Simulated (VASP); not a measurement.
# BN (Cm) in VASP: further runs, part 2 of 2

VASP 6.6.1. The steps go on from the part before.

### Step 4. Single point, PBE (all N atoms moved +0.188 Å, as atom 2 along Cartesian [1 1 0])

INCAR reads:

```
SYSTEM = BN
ALGO = Normal ; EDIFF = 1E-6
ENCUT = 520 ; GGA = PE
ISIF = 2 ; ISMEAR = 0
LASPH = .True. ; LCHARG = .True.
LELF = .True. ; LREAL = .False.
LVHAR = .True. ; LWAVE = .False.
NBANDS = 11 ; NELM = 100
PREC = Accurate ; SIGMA = 0.05
```

KPOINTS reads:

```
k-points
0
Gamma
  12 12 12
  0 0 0
```

POSCAR reads:

```
BN
1.0
    0.0000000000      1.8130010000      1.8130010000
    1.8130010000      0.0000000000      1.8130010000
    1.8130010000      1.8130010000      0.0000000000
B N
1 1
Direct
    0.0000000000      0.0000000000      0.0000000000
    0.7500000000      0.7500000000      0.8231287636
```

Potentials or basis: VASP PAW PBE potentials, release 64 (B, N).

On the command line:

```bash
cat potpaw_PBE.64/B/POTCAR potpaw_PBE.64/N/POTCAR > POTCAR
mpirun -np 1 vasp_std > vasp.out
```

OUTCAR:

```text
SYSTEM = BN
   EDIFF = 1E-6
   ENCUT = 520
   GGA = PE
   ISIF = 2
   ISMEAR = 0
   LASPH = .True.
   LREAL = .False.
   NELM = 100
   PREC = Accurate

 ion  position               nearest neighbor table
   1  0.000  0.000  0.000-   2 1.42   2 1.58   2 1.58   2 1.73
   2  0.750  0.750  0.823-   1 1.42   1 1.58   1 1.58   1 1.73

  LATTYP: Found a face centered cubic cell.
 ALAT       =     3.6260020000

  Lattice vectors:

 A1 = (   0.0000000000,   1.8130010000,   1.8130010000)
 A2 = (   1.8130010000,   0.0000000000,   1.8130010000)
 A3 = (   1.8130010000,   1.8130010000,   0.0000000000)

Analysis of symmetry for initial positions (statically):
=====================================================================
 Subroutine PRICEL returns:
 Original cell was already a primitive cell.

 Routine SETGRP: Setting up the symmetry group for a
 face centered cubic supercell.

 Subroutine GETGRP returns: Found  2 space group operations
 (whereof  2 operations were pure point group operations)
 out of a pool of 48 trial point group operations.

The static configuration has the point symmetry C_1h.

Analysis of symmetry for dynamics (positions and initial velocities):
=====================================================================
 Subroutine PRICEL returns:
 Original cell was already a primitive cell.

 Routine SETGRP: Setting up the symmetry group for a
 face centered cubic supercell.

 Subroutine GETGRP returns: Found  2 space group operations
 (whereof  2 operations were pure point group operations)
 out of a pool of 48 trial point group operations.

The dynamic configuration has the point symmetry C_1h.

 Subroutine INISYM returns: Found  2 space group operations
 (whereof  2 operations are pure point group operations),
 and found     1 'primitive' translations

----------------------------------------------------------------------------------------

                                     Primitive cell

  volume of cell :      11.9186

  direct lattice vectors                    reciprocal lattice vectors
     0.000000000  1.813001000  1.813001000    -0.275785838  0.275785838  0.275785838
     1.813001000  0.000000000  1.813001000     0.275785838 -0.275785838  0.275785838
     1.813001000  1.813001000  0.000000000     0.275785838  0.275785838 -0.275785838

  length of vectors
     2.563970603  2.563970603  2.563970603     0.477675083  0.477675083  0.477675083

  position of ions in fractional coordinates (direct lattice)
     0.000000000  0.000000000  0.000000000
     0.750000000  0.750000000  0.823128764

  ion indices of the primitive-cell ions
   primitive index   ion index
                 1           1
                 2           2

----------------------------------------------------------------------------------------

 KPOINTS: k-points

Automatic generation of k-mesh.
 Grid dimensions read from file:
 generate k-points for:   12   12   12

 Generating k-lattice:

  Cartesian coordinates                     Fractional coordinates (reciprocal lattice)
    -0.022982153  0.022982153  0.022982153     0.083333333  0.000000000  0.000000000
     0.022982153 -0.022982153  0.022982153     0.000000000  0.083333333  0.000000000
     0.022982153  0.022982153 -0.022982153     0.000000000  0.000000000  0.083333333

  Length of vectors
     0.039806257  0.039806257  0.039806257

  Shift w.r.t. Gamma in fractional coordinates (k-lattice)
     0.000000000  0.000000000  0.000000000

 Subroutine IBZKPT returns following result:
 ===========================================

 Found    476 irreducible k-points:

 Following reciprocal coordinates:
            Coordinates               Weight
  0.000000  0.000000  0.000000      1.000000
  0.083333  0.000000  0.000000      4.000000
  0.000000  0.000000  0.083333      2.000000
  0.083333  0.083333  0.083333      2.000000
  0.166667  0.000000  0.000000      4.000000
  0.000000  0.000000  0.166667      2.000000
[... 16 lines left out ...]
  0.000000  0.166667  0.083333      4.000000
  0.083333  0.000000  0.166667      4.000000
 [... further k-points ...]
   k-points           NKPTS =    476   k-points in BZ     NKDIM =    476   number of bands    NBANDS=     11
   number of dos      NEDOS =    301   number of ions     NIONS =      2
   total plane-waves  NPLWV =   8000
   dimension x,y,z NGX =    20 NGY =   20 NGZ =   20
   dimension x,y,z NGXF=    40 NGYF=   40 NGZF=   40
   ions per type =               1   1
   NGX,Y,Z   is equivalent  to a cutoff of  12.97, 12.97, 12.97 a.u.
   NGXF,Y,Z  is equivalent  to a cutoff of  25.94, 25.94, 25.94 a.u.
 SYSTEM =  BN
   PREC   = accura    normal or accurate (medium, high low for compatibility)
   ISTART =      0    job   : 0-new  1-cont  2-samecut
   ICHARG =      2    charge: 1-file 2-atom 10-const
   ISPIN  =      1    spin polarized calculation?
   LNONCOLLINEAR =      F non collinear calculations
   LSORBIT =      F    spin-orbit coupling
   LASPH  =      T    aspherical Exc in radial PAW
   ENCUT  =  520.0 eV  38.22 Ry    6.18 a.u.   4.77  4.77  4.77*2*pi/ulx,y,z
   NELM   =    100;   NELMIN=  2; NELMDL= -5     # of ELM steps
   EDIFF  = 0.1E-05   stopping-criterion for ELM
   LREAL  =      F    real-space projection
   EDIFFG = 0.1E-04   stopping-criterion for IOM
   NSW    =      0    number of steps for IOM
   IBRION =     -1    ionic relax: 0-MD 1-quasi-New 2-CG
   NFREE  =      0    steps in history (QN), initial steepest desc. (CG)
   ISIF   =      2    stress and relaxation
   ISYM   =      2    0-nonsym 1-usesym 2-fastsym
   POTIM  = 0.5000    time-step for ionic-motion
   TEBEG  =    0.0;   TEEND  =   0.0 temperature during run
   PSTRESS=    0.0 pullay stress
   NELECT =       8.0000    total number of electrons
   NUPDOWN=      -1.0000    fix difference up-down
   EMIN   =  10.00;   EMAX   =-10.00  energy-range for DOS
   EFERMI =   0.00;   METHOD = LEGACY
   ISMEAR =     0;   SIGMA  =   0.05  broadening in eV -4-tet -1-fermi 0-gaus
   EFERMI_NEDOS =   21; number of points for ismear=-14 and -15
   IALGO  =     38    algorithm
   IMIX   =      4    mixing-type and parameters
     AMIX     =   0.40;   BMIX     =  1.00
     AMIX_MAG =   1.60;   BMIX_MAG =  1.00
  volume/ion in A,a.u.               =       5.96        40.22
  Fermi-wavevector in a.u.,A,eV,Ry     =   1.433387  2.708709 27.954506  2.054598
  Thomas-Fermi vector in A             =   2.552911
   LORBIT       =      0    0 simple, 1 ext, 2 COOP (PROOUT), +10 PAW based schemes
   GGA     = PE    functional components
   LHFCALC =     F    Hartree Fock is set to
   AEXX    =    0.0000 exact exchange contribution
   IVDW    =     0    specifies the selected vdW correction
   LEPSILON=     F    determine dielectric tensor
   LRPA    =     F    only Hartree local field effects (RPA)
 non-spin polarized calculation
 Gauss-broadening in eV      SIGMA  =   0.05
  energy-cutoff  :      520.00
  volume of cell :       11.92
 maximum number of plane-waves:       332
   NGX =  9   NGY =  9   NGZ =  9

 number of electron       7.9999999 magnetization

 Free energy of the ion-electron system (eV)
  ---------------------------------------------------
  ext. energy  EPLUGINS =         0.00000000
  ---------------------------------------------------
  free energy    TOTEN  =       -17.03676569 eV

  energy without entropy =      -17.03676569  energy(sigma->0) =      -17.03676569

 E-fermi :   8.8544     XC(G=0): -12.7758

 val. band max:        8.4916619551   @ k =   0.0000   0.0000   0.0000
 cond. band min:      11.2643125960   @ k =   0.5000   0.5000   0.0000
 fundamental gap:      2.7726506409
 Fermi energy:         8.8544415395

 k-point     1 :       0.0000    0.0000    0.0000
  band No.  band energies     occupation
      1     -12.8661      2.00000
      2       5.4411      2.00000
      3       7.4435      2.00000
      4       8.4917      2.00000
      5      15.3974      0.00000
      6      15.7539      0.00000
      7      17.0315      0.00000
      8      18.2983      0.00000
      9      31.4772      0.00000
     10      34.0133      0.00000
     11      34.9122      0.00000
[... 309 lines left out ...]
 k-point    24 :       0.0833    0.0000    0.1667
  band No.  band energies     occupation
      1     -12.2540      2.00000
      2       4.5717      2.00000
      3       5.9535      2.00000
      4       6.8215      2.00000
      5      15.4799      0.00000
      6      17.1020      0.00000
      7      18.0894      0.00000
      8      19.4751      0.00000
      9      28.4823      0.00000
     10      32.7525      0.00000
     11      34.3288      0.00000

 [... further k-points ...]

------------------------ aborting loop because EDIFF is reached ----------------------------------------

  FORCE on cell =-STRESS in cart. coord.  units (eV):
  Direction    XX          YY          ZZ          XY          YZ          ZX
  --------------------------------------------------------------------------------------
  -------------------------------------------------------------------------------------
  Total        0.6694070      0.6694070      0.8841910      0.7965397      0.2484712      0.2484713
  in kB       89.9863637     89.9863637    118.8591361    107.0764297     33.4012356     33.4012528
  external PRESSURE =      99.6106212 kB  Pullay stress =       0.0000000 kB

 VOLUME and BASIS-vectors are now :
 -----------------------------------------------------------------------------
  energy-cutoff  :      520.00
  volume of cell :       11.92
      direct lattice vectors                 reciprocal lattice vectors
     0.000000000  1.813001000  1.813001000    -0.275785838  0.275785838  0.275785838
     1.813001000  0.000000000  1.813001000     0.275785838 -0.275785838  0.275785838
     1.813001000  1.813001000  0.000000000     0.275785838  0.275785838 -0.275785838

 POSITION                                       TOTAL-FORCE (eV/Angst)
 -----------------------------------------------------------------------------------
      0.00000      0.00000      0.00000         3.108177      3.108177      1.655596
      2.85208      2.85208      2.71950        -3.108177     -3.108177     -1.655596
 -----------------------------------------------------------------------------------
    total drift:                               -0.000128     -0.000128     -0.000083

  FREE ENERGIE OF THE ION-ELECTRON SYSTEM (eV)
  ---------------------------------------------------
  free  energy   TOTEN  =       -17.0367656949 eV

  energy  without entropy=      -17.0367656949  energy(sigma->0) =      -17.03676569
```

stdout:

```text
POSCAR found type information on POSCAR B N
 POSCAR found :  2 types and       2 ions
 scaLAPACK will be used
 LDA part: xc-table for (Slater+PW92), standard interpolation
 POSCAR, INCAR and KPOINTS ok, starting setup
 FFT: planning ... GRIDC
 FFT: planning ... GRID_SOFT
 FFT: planning ... GRID
 WAVECAR not read
 entering main loop
```

Run time: 49 s. Hardware: 1 thread of AMD EPYC 9R45 (Zen 5), shared host; peak memory 0.13 GiB.

Results:

```yaml
Free_energy: -17.0368 eV
Pressure: 10.0 GPa
Largest_force: 4.697 eV/Å
Band_gap_on_the_k_mesh: 2.77 eV, indirect (least direct gap 6.91 eV)
```

Forces in eV/Å, atoms in the order of the input:
```
B    3.108  3.108  1.656
N   -3.108 -3.108 -1.656
```

Levels at points of the mesh, in eV from the valence-band top:
| k point | band 1 | band 2 | band 3 | band 4 | band 5 | band 6 | band 7 | band 8 | band 9 |
| --- | --- | --- | --- | --- | --- | --- | --- | --- | --- |
| (0.00, 0.00, 0.00) | -21.36 | -3.05 | -1.05 | 0.00 | 6.91 | 7.26 | 8.54 | 9.81 | 22.99 |
| (0.50, 0.00, 0.00) | -17.24 | -11.81 | -4.42 | -1.69 | 6.67 | 8.67 | 12.58 | 13.82 | 21.59 |
| (0.00, 0.00, 0.50) | -17.20 | -11.44 | -4.35 | -2.50 | 7.48 | 8.46 | 10.96 | 12.95 | 22.37 |
| (0.50, 0.50, 0.50) | -17.31 | -12.20 | -3.55 | -2.19 | 7.89 | 9.58 | 11.48 | 14.47 | 20.49 |
| (0.50, 0.50, 0.00) | -15.98 | -10.21 | -6.06 | -5.61 | 2.77 | 7.22 | 16.59 | 18.13 | 19.29 |
| (0.00, 0.50, 0.50) | -15.90 | -10.14 | -6.56 | -5.50 | 3.05 | 7.55 | 16.16 | 18.16 | 18.74 |

Caveat: the cell differs from its parent crystal (all N atoms moved +0.188 Å, as atom 2 along Cartesian [1 1 0]); forces of over 1 eV/Å act on the atoms, so gaps and moduli don't describe the material at rest. A k mesh can miss the band edges.
